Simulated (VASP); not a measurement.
Here is a VASP 6.6.1 calculation.

The input INCAR:

```
SYSTEM = Si2Ge3
PREC = Accurate ; ENCUT = 520
EDIFF = 1E-6 ; ISMEAR = 0
SIGMA = 0.1 ; LREAL = .False.
LASPH = .True. ; NELM = 100
ALGO = Normal ; ISIF = 2
LWAVE = .False. ; LCHARG = .False.
GGA = PE ; NBANDS = 33
```

The input KPOINTS:

```
regular mesh
0
Gamma
  6 6 2
  0 0 0
```

The input POSCAR:

```
Si2Ge3
1.0
    2.7562108281      0.0000000000      0.0000000000
   -1.3781054140      2.3869485953      0.0000000000
    0.0000000000      0.0000000000     13.6432834081
Si Ge
2 3
Direct
    0.0000000000      0.0000000000      0.5956318866
    0.0000000000      0.0000000000      0.4043681134
    0.0000000000      0.0000000000      0.7936000112
    0.0000000000      0.0000000000      0.0000000000
    0.0000000000      0.0000000000      0.2063999888
```

Potentials or basis: VASP PAW PBE potentials, release 64 (Si, Ge_d).

Run with:

```sh
$ cat potpaw_PBE.64/Si/POTCAR potpaw_PBE.64/Ge_d/POTCAR > POTCAR
$ mpirun -np 1 vasp_std > vasp.out
```

Task: Estimate the band gap on the k mesh.

Result: Zero (bands 25 and 26 overlap by 7.99 eV).

Task: Predict the pressure.

Result: 0.0 GPa.

Stress tensor (GPa, compression positive):
```
 0.25  0.00  0.00
 0.00  0.25  0.00
 0.00  0.00 -0.41
```

Caveat: the k points lie up to 0.44 Å⁻¹ apart, too coarse for converged energies and pressures of a metal.
